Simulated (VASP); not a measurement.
Rb: single point with PBE

The system is Rb.

```
CELL_PARAMETERS angstrom
2.53818 -4.44472 0.00000
2.53818 4.44472 0.00000
0.00000 0.00000 8.44800
ATOMIC_POSITIONS crystal
Rb 0.16179 0.83499 0.75168
Rb 0.82976 0.17348 0.25167
```

This cell differs from its parent crystal: atoms moved at random.

```
Program                : VASP 6.6.1
Task                   : single point
Functional             : PBE
Potentials or basis    : VASP PAW PBE potentials, release 64 (Rb_sv)
Cutoff                 : 520 eV
k mesh                 : 6 × 6 × 3
Occupations            : fermi-dirac, width 0.05 eV
Spin                   : no spin polarisation
Dipole correction      : no
Further INCAR settings : ALGO = Fast; EDIFF = 1e-07; NBANDS = 16
```

| Quantity | Value |
| --- | --- |
| Pressure | -0.1 GPa |
| Band gap on the k mesh | zero (band 9 reaches 0.81 eV, above the bottom of band 10 at -0.92 eV) |

Forces in eV/Å, atoms in the order of the input:
```
Rb   0.001  0.003  0.000
Rb  -0.001 -0.003  0.000
```

Stress tensor (GPa, compression positive):
```
-0.06  0.00  0.00
 0.00 -0.06  0.00
 0.00  0.00 -0.16
```

Levels at points of the mesh, in eV from the Fermi level:
| k point | band 6 | band 7 | band 8 | band 9 | band 10 | band 11 | band 12 | band 13 |
| --- | --- | --- | --- | --- | --- | --- | --- | --- |
| (0.00, 0.00, 0.00) | -12.96 | -12.95 | -12.95 | -1.90 | 0.12 | 0.61 | 3.43 | 3.46 |
| (0.50, 0.00, 0.00) | -12.98 | -12.97 | -12.97 | 0.08 | 0.34 | 1.32 | 1.58 | 2.02 |
| (0.00, 0.50, 0.00) | -12.98 | -12.97 | -12.97 | 0.08 | 0.34 | 1.33 | 1.58 | 2.00 |
| (0.50, 0.50, 0.00) | -12.98 | -12.97 | -12.97 | 0.05 | 0.31 | 1.31 | 1.58 | 2.00 |

Run time: 4.3 min on 1 thread of Intel(R) Xeon(R) Platinum 8488C (Sapphire Rapids), on a shared host, peak memory 0.37 GiB.

Caveat: the cell differs from its parent crystal (atoms moved at random).
